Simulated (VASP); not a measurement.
# Fe in VASP: a series of runs

Runs on Fe. Level: PBEsol. Tasks: single point.

Program: VASP 6.6.1. These are calculated values, not measurements. Logs are shortened: lines on timing, memory, paths and dates and some standing lists are left out, and cuts for length are marked.

## 1. The cell of the first run

The typed cell holds 2 atoms: a = 2.394 Å, b = 2.394 Å, c = 3.551 Å, α = 90.00°, β = 90.00°, γ = 90.01°.

## 2. Single point, PBEsol, collinear spin, antiferromagnetic start

The input, INCAR:

```
SYSTEM = Fe
PREC     = Accurate       ! precision mode
ENCUT    = 520            ! plane-wave cutoff, eV
EDIFF    = 1E-6           ! SCF threshold, eV
ISMEAR   = -1             ! smearing method
SIGMA    = 0.05           ! smearing width, eV
LREAL    = .False.        ! projectors in reciprocal space
LASPH    = .True.         ! aspherical terms in the spheres
NELM     = 150            ! most SCF steps
ALGO     = Normal         ! electronic algorithm
ISIF     = 2              ! what is computed and relaxed
LWAVE    = .False.        ! write WAVECAR
LCHARG   = .False.        ! write CHGCAR
ISPIN    = 2              ! spin polarisation
MAGMOM   = -1.2 1.2       ! initial moments
LORBIT   = 11             ! projections on sites
LMAXMIX  = 4              ! l up to which the mixer works
GGA      = PS             ! functional
NBANDS   = 19             ! bands
```

The input, KPOINTS:

```
Automatic mesh
0
Gamma
  14 14 10
  0 0 0
```

The input, POSCAR:

```
Fe
1.0
    1.6924063792     -1.6925730985      0.0000000000
    1.6924063792      1.6925730985      0.0000000000
    0.0000000000      0.0000000000      3.5505834012
Fe
2
Direct
    0.5000000000      0.5000000000      0.5000000000
    0.0000000000      0.0000000000      0.0000000000
```

Potentials or basis: VASP PAW PBE potentials, release 64 (Fe).

The run is started by

```sh
> cat potpaw_PBE.64/Fe/POTCAR > POTCAR
> mpirun -np 1 vasp_std > vasp.out
```

OUTCAR:

```text
SYSTEM = Fe
   PREC = Accurate
   ENCUT = 520
   EDIFF = 1E-6
   ISMEAR = -1
   LREAL = .False.
   LASPH = .True.
   NELM = 150
   ISIF = 2
   ISPIN = 2
   LORBIT = 11
   GGA = PS

 ion  position               nearest neighbor table
   1  0.500  0.500  0.500-   2 2.45   2 2.45   2 2.45   2 2.45   2 2.45   2 2.45   2 2.45   2 2.45

   2  0.000  0.000  0.000-   1 2.45   1 2.45   1 2.45   1 2.45   1 2.45   1 2.45   1 2.45   1 2.45

  LATTYP: Found a base centered orthorhombic cell.
 ALAT       =     3.3848127584
 B/A-ratio  =     1.0000985102
 C/A-ratio  =     1.0489748340

  Lattice vectors:

 A1 = (   1.6924063792,  -1.6925730985,   0.0000000000)
 A2 = (   1.6924063792,   1.6925730985,   0.0000000000)
 A3 = (   0.0000000000,   0.0000000000,   3.5505834012)

Analysis of symmetry for initial positions (statically):
=====================================================================
 Subroutine PRICEL returns following result:

  LATTYP: Found a face centered orthorhombic cell.
 ALAT       =     3.3848127584
 B/A-ratio  =     1.0000985102
 C/A-ratio  =     1.0489748340

  Lattice vectors:

 A1 = (   0.0000000000,  -1.6925730985,  -1.7752917006)
 A2 = (   1.6924063792,   0.0000000000,  -1.7752917006)
 A3 = (   1.6924063792,  -1.6925730985,  -0.0000000000)

   2 primitive cells build up your supercell.

 Routine SETGRP: Setting up the symmetry group for a
 base centered orthorhombic supercell.

 Subroutine GETGRP returns: Found  8 space group operations
 (whereof  8 operations were pure point group operations)
 out of a pool of  8 trial point group operations.

The static configuration has the point symmetry D_2h.

Analysis of symmetry for dynamics (positions and initial velocities):
=====================================================================
 Subroutine PRICEL returns following result:

  LATTYP: Found a face centered orthorhombic cell.
 ALAT       =     3.3848127584
 B/A-ratio  =     1.0000985102
 C/A-ratio  =     1.0489748340

  Lattice vectors:

 A1 = (   0.0000000000,  -1.6925730985,  -1.7752917006)
 A2 = (   1.6924063792,   0.0000000000,  -1.7752917006)
 A3 = (   1.6924063792,  -1.6925730985,  -0.0000000000)

   2 primitive cells build up your supercell.

 Routine SETGRP: Setting up the symmetry group for a
 base centered orthorhombic supercell.

 Subroutine GETGRP returns: Found  8 space group operations
 (whereof  8 operations were pure point group operations)
 out of a pool of  8 trial point group operations.

The dynamic configuration has the point symmetry D_2h.

Analysis of structural, dynamic, and magnetic symmetry:
=====================================================================
 Subroutine PRICEL returns following result:

  LATTYP: Found a face centered orthorhombic cell.
 ALAT       =     3.3848127584
 B/A-ratio  =     1.0000985102
 C/A-ratio  =     1.0489748340

  Lattice vectors:

 A1 = (   0.0000000000,  -1.6925730985,  -1.7752917006)
 A2 = (   1.6924063792,   0.0000000000,  -1.7752917006)
 A3 = (   1.6924063792,  -1.6925730985,  -0.0000000000)

   2 primitive cells build up your supercell.

 Routine SETGRP: Setting up the symmetry group for a
 base centered orthorhombic supercell.

 Subroutine GETGRP returns: Found  8 space group operations
 (whereof  8 operations were pure point group operations)
 out of a pool of  8 trial point group operations.

The overall configuration has the point symmetry D_2h.

 Subroutine INISYM returns: Found  8 space group operations
 (whereof  8 operations are pure point group operations),
 and found     2 'primitive' translations

----------------------------------------------------------------------------------------

                                     Primitive cell

  volume of cell :      10.1707

  direct lattice vectors                    reciprocal lattice vectors
     0.000000000 -1.692573099 -1.775291701    -0.295437317 -0.295408216 -0.281643856
     1.692406379  0.000000000 -1.775291701     0.295437317  0.295408216 -0.281643856
     1.692406379 -1.692573099 -0.000000000     0.295437317 -0.295408216  0.281643856

  length of vectors
     2.452848205  2.452733164  2.393541946     0.503857603  0.503857603  0.503857603

  position of ions in fractional coordinates (direct lattice)
     0.000000000  0.000000000  0.000000000

  ion indices of the primitive-cell ions
   primitive index   ion index
                 1           1

----------------------------------------------------------------------------------------

 KPOINTS: Automatic mesh

Automatic generation of k-mesh.
 Grid dimensions read from file:
 generate k-points for:   14   14   10

 Generating k-lattice:

  Cartesian coordinates                     Fractional coordinates (reciprocal lattice)
     0.021102666 -0.021100587  0.000000000     0.071428571  0.000000000  0.000000000
     0.021102666  0.021100587  0.000000000     0.000000000  0.071428571  0.000000000
     0.000000000  0.000000000  0.028164386     0.000000000  0.000000000  0.100000000

  Length of vectors
     0.029842206  0.029842206  0.028164386

  Shift w.r.t. Gamma in fractional coordinates (k-lattice)
     0.000000000  0.000000000  0.000000000

 Subroutine IBZKPT returns following result:
 ===========================================

 Found    342 irreducible k-points:

 Following reciprocal coordinates:
            Coordinates               Weight
  0.000000  0.000000  0.000000      1.000000
  0.071429  0.000000  0.000000      4.000000
  0.142857  0.000000  0.000000      4.000000
  0.214286  0.000000  0.000000      4.000000
  0.285714 -0.000000  0.000000      4.000000
  0.357143  0.000000  0.000000      4.000000
[... 16 lines left out ...]
  0.214286  0.142857  0.000000      4.000000
  0.285714  0.142857  0.000000      4.000000
 [... further k-points ...]
   k-points           NKPTS =    342   k-points in BZ     NKDIM =    342   number of bands    NBANDS=     19
   number of dos      NEDOS =    301   number of ions     NIONS =      2
   total plane-waves  NPLWV =   9072
   dimension x,y,z NGX =    18 NGY =   18 NGZ =   28
   dimension x,y,z NGXF=    36 NGYF=   36 NGZF=   56
   ions per type =               2
   NGX,Y,Z   is equivalent  to a cutoff of  12.50, 12.50, 13.11 a.u.
   NGXF,Y,Z  is equivalent  to a cutoff of  25.00, 25.00, 26.22 a.u.
 SYSTEM =  Fe
   PREC   = accura    normal or accurate (medium, high low for compatibility)
   ISTART =      0    job   : 0-new  1-cont  2-samecut
   ICHARG =      2    charge: 1-file 2-atom 10-const
   ISPIN  =      2    spin polarized calculation?
   LNONCOLLINEAR =      F non collinear calculations
   LSORBIT =      F    spin-orbit coupling
   LASPH  =      T    aspherical Exc in radial PAW
   ENCUT  =  520.0 eV  38.22 Ry    6.18 a.u.   4.45  4.45  6.60*2*pi/ulx,y,z
   NELM   =    150;   NELMIN=  2; NELMDL= -5     # of ELM steps
   EDIFF  = 0.1E-05   stopping-criterion for ELM
   LREAL  =      F    real-space projection
   EDIFFG = 0.1E-04   stopping-criterion for IOM
   NSW    =      0    number of steps for IOM
   IBRION =     -1    ionic relax: 0-MD 1-quasi-New 2-CG
   NFREE  =      0    steps in history (QN), initial steepest desc. (CG)
   ISIF   =      2    stress and relaxation
   ISYM   =      2    0-nonsym 1-usesym 2-fastsym
   POTIM  = 0.5000    time-step for ionic-motion
   TEBEG  =    0.0;   TEEND  =   0.0 temperature during run
   PSTRESS=    0.0 pullay stress
   NELECT =      16.0000    total number of electrons
   NUPDOWN=      -1.0000    fix difference up-down
   EMIN   =  10.00;   EMAX   =-10.00  energy-range for DOS
   EFERMI =   0.00;   METHOD = LEGACY
   ISMEAR =    -1;   SIGMA  =   0.05  broadening in eV -4-tet -1-fermi 0-gaus
   EFERMI_NEDOS =   21; number of points for ismear=-14 and -15
   IALGO  =     38    algorithm
   IMIX   =      4    mixing-type and parameters
     AMIX     =   0.40;   BMIX     =  1.00
     AMIX_MAG =   1.60;   BMIX_MAG =  1.00
  volume/ion in A,a.u.               =      10.17        68.64
  Fermi-wavevector in a.u.,A,eV,Ry     =   1.511196  2.855747 31.071820  2.283714
  Thomas-Fermi vector in A             =   2.621286
   LORBIT       =     11    0 simple, 1 ext, 2 COOP (PROOUT), +10 PAW based schemes
   GGA     = PS    functional components
   LHFCALC =     F    Hartree Fock is set to
   AEXX    =    0.0000 exact exchange contribution
   IVDW    =     0    specifies the selected vdW correction
   LEPSILON=     F    determine dielectric tensor
   LRPA    =     F    only Hartree local field effects (RPA)
 spin polarized calculation
  energy-cutoff  :      520.00
  volume of cell :       20.34
 maximum number of plane-waves:       566
 NGX is ok and might be reduce to    18
   NGX =  9   NGY =  9   NGZ = 13

 number of electron      16.0000011 magnetization      -0.0000000

 number of electron      16.0000013 magnetization       0.0000000

 Free energy of the ion-electron system (eV)
  ---------------------------------------------------
  ext. energy  EPLUGINS =         0.00000000
  ---------------------------------------------------
  free energy    TOTEN  =       -17.76739237 eV

  energy without entropy =      -17.74520695  energy(sigma->0) =      -17.75629966

 E-fermi :   6.9198     XC(G=0): -13.9501

 val. band max:        6.9176334222   @ k =   0.2857   0.2143   0.5000
 cond. band min:       6.9231766656   @ k =  -0.2857   0.1429   0.3000
 fundamental gap:      0.0055432435
 Fermi energy:         6.9198098182

 spin component 1

 k-point     1 :       0.0000    0.0000    0.0000
  band No.  band energies     occupation
      1      -2.1958      1.00000
      2       1.6996      1.00000
      3       2.4910      1.00000
      4       4.8977      1.00000
      5       5.1315      1.00000
      6       5.1322      1.00000
[... 11 lines left out ...]
     18      33.9629      0.00000
     19      34.8089      0.00000

 k-point     2 :       0.0714    0.0000    0.0000
  band No.  band energies     occupation
      1      -2.0450      1.00000
      2       1.7949      1.00000
      3       2.5596      1.00000
      4       4.9570      1.00000
      5       5.0482      1.00000
      6       5.1676      1.00000
[... 476 lines left out ...]
 k-point    24 :       0.2857    0.1429    0.0000
  band No.  band energies     occupation
      1       0.4521      1.00000
      2       2.9997      1.00000
      3       3.6694      1.00000
      4       3.8963      1.00000
      5       4.4048      1.00000
      6       5.2856      1.00000
[... 11 lines left out ...]
     18      31.4181      0.00000
     19      31.7237      0.00000

 [... further k-points ...]

 spin component 2

 k-point     1 :       0.0000    0.0000    0.0000
  band No.  band energies     occupation
      1      -2.1958      1.00000
      2       1.6996      1.00000
      3       2.4910      1.00000
      4       4.8977      1.00000
      5       5.1315      1.00000
      6       5.1322      1.00000
[... 11 lines left out ...]
     18      33.9629      0.00000
     19      34.8089      0.00000

 k-point     2 :       0.0714    0.0000    0.0000
  band No.  band energies     occupation
      1      -2.0450      1.00000
      2       1.7949      1.00000
      3       2.5596      1.00000
      4       4.9570      1.00000
      5       5.0482      1.00000
      6       5.1676      1.00000
[... 476 lines left out ...]
 k-point    24 :       0.2857    0.1429    0.0000
  band No.  band energies     occupation
      1       0.4521      1.00000
      2       2.9997      1.00000
      3       3.6694      1.00000
      4       3.8963      1.00000
      5       4.4048      1.00000
      6       5.2856      1.00000
[... 11 lines left out ...]
     18      31.4181      0.00000
     19      31.7237      0.00000

 [... further k-points ...]
[... 5 lines left out ...]
  --------------------------------------------------------------------------------------
  -------------------------------------------------------------------------------------
  Total       -0.0542406     -0.0559591      0.0010431     -0.0000000      0.0000000      0.0000000
  in kB       -4.2722175     -4.4075739      0.0821572     -0.0000000      0.0000000      0.0000000
  external PRESSURE =      -2.8658781 kB  Pullay stress =       0.0000000 kB

 VOLUME and BASIS-vectors are now :
 -----------------------------------------------------------------------------
  energy-cutoff  :      520.00
  volume of cell :       20.34
      direct lattice vectors                 reciprocal lattice vectors
     1.692406379 -1.692573099  0.000000000     0.295437317 -0.295408216  0.000000000
     1.692406379  1.692573099  0.000000000     0.295437317  0.295408216  0.000000000
     0.000000000  0.000000000  3.550583401     0.000000000  0.000000000  0.281643856

 POSITION                                       TOTAL-FORCE (eV/Angst)
 -----------------------------------------------------------------------------------
      1.69241      0.00000      1.77529         0.000000      0.000000     -0.000000
      0.00000      0.00000      0.00000        -0.000000     -0.000000      0.000000
 -----------------------------------------------------------------------------------
    total drift:                               -0.000000     -0.000000     -0.000000

  FREE ENERGIE OF THE ION-ELECTRON SYSTEM (eV)
  ---------------------------------------------------
  free  energy   TOTEN  =       -17.7673923691 eV

  energy  without entropy=      -17.7452069468  energy(sigma->0) =      -17.75629966

 total charge

# of ion       s       p       d       tot
------------------------------------------
    1        0.545   0.654   6.323   7.522
    2        0.545   0.654   6.323   7.522
--------------------------------------------------
tot          1.090   1.308  12.646  15.043

 magnetization (x)

# of ion       s       p       d       tot
------------------------------------------
    1       -0.014  -0.030  -1.197  -1.241
    2        0.014   0.030   1.197   1.241
--------------------------------------------------
tot          0.000   0.000   0.000   0.000
```

Wall time 2.8 min (1 thread of Intel Xeon Platinum 8259CL at 2.50GHz (Skylake/Cascade Lake), shared host); peak memory 0.28 GiB.

What came out:

- Free energy: -17.7674 eV
- Pressure: -0.3 GPa
- Band gap on the k mesh: zero (filled and empty bands overlap)
- Net moment: 0.00 μB per cell
- Site moments: Fe -1.24, +1.24 μB
- Valence electrons inside the program's atomic spheres: Fe 7.52

Stress tensor (GPa, compression positive):
```
-0.43  0.00  0.00
 0.00 -0.44  0.00
 0.00  0.00  0.01
```

Caveat: the PAW data sets were made with another functional, which shifts forces and pressure a little.

## 3. Single point, PBEsol, collinear spin, antiferromagnetic start

The input, INCAR:

```
SYSTEM = Fe
PREC = Accurate
ENCUT = 520
EDIFF = 1E-6
ISMEAR = -1
SIGMA = 0.05
LREAL = .False.
LASPH = .True.
NELM = 150
ALGO = Normal
ISIF = 2
LWAVE = .False.
LCHARG = .False.
ISPIN = 2
MAGMOM = -3 3
LORBIT = 11
LMAXMIX = 4
GGA = PS
NBANDS = 19
```

KPOINTS is that of step 2.

POSCAR is that of step 2.

Potentials or basis: VASP PAW PBE potentials, release 64 (Fe).

The run is started by

```sh
> cat potpaw_PBE.64/Fe/POTCAR > POTCAR
> mpirun -np 1 vasp_std > vasp.out
```

It took 2.7 min on 1 thread of Intel Xeon Platinum 8259CL at 2.50GHz (Skylake/Cascade Lake), shared host; peak memory 0.28 GiB.

The run converged. Its results:

```yaml
Free_energy: -17.7674 eV
Pressure: -0.3 GPa
Band_gap_on_the_k_mesh: zero (filled and empty bands overlap)
Net_moment: 0.00 μB per cell
Site_moments: Fe -1.24, +1.24 μB
Valence_electrons_inside_the_program's_atomic_spheres: Fe 7.52
```

Stress tensor (GPa, compression positive):
```
-0.42  0.00  0.00
 0.00 -0.44  0.00
 0.00  0.00  0.03
```

Levels at points of the mesh, in eV from the Fermi level:
Spin up:
```tsv
k point	band 6	band 7	band 8	band 9	band 10	band 11
(0.00, 0.00, 0.00)	-1.79	-0.53	-0.41	1.27	1.27	1.39
(0.50, 0.00, 0.00)	-2.09	-1.65	-0.80	-0.06	0.49	2.50
(0.50, 0.50, 0.00)	0.84	1.06	1.06	1.11	1.76	3.46
(0.00, 0.00, 0.50)	-1.08	-1.08	-0.97	-0.44	0.16	0.16
(0.50, 0.00, 0.50)	-1.63	-0.08	0.02	0.71	0.90	1.05
(0.50, 0.50, 0.50)	-2.28	-0.95	0.15	0.85	1.76	9.37
```
Spin down:
```csv
k point,band 6,band 7,band 8,band 9,band 10,band 11
"(0.00, 0.00, 0.00)",-1.79,-0.53,-0.41,1.27,1.27,1.39
"(0.50, 0.00, 0.00)",-2.09,-1.65,-0.80,-0.06,0.49,2.50
"(0.50, 0.50, 0.00)",0.84,1.06,1.06,1.11,1.76,3.46
"(0.00, 0.00, 0.50)",-1.08,-1.08,-0.97,-0.44,0.16,0.16
"(0.50, 0.00, 0.50)",-1.63,-0.08,0.02,0.71,0.90,1.05
"(0.50, 0.50, 0.50)",-2.28,-0.95,0.15,0.85,1.76,9.37
```

Caveat: the PAW data sets were made with another functional, which shifts forces and pressure a little.
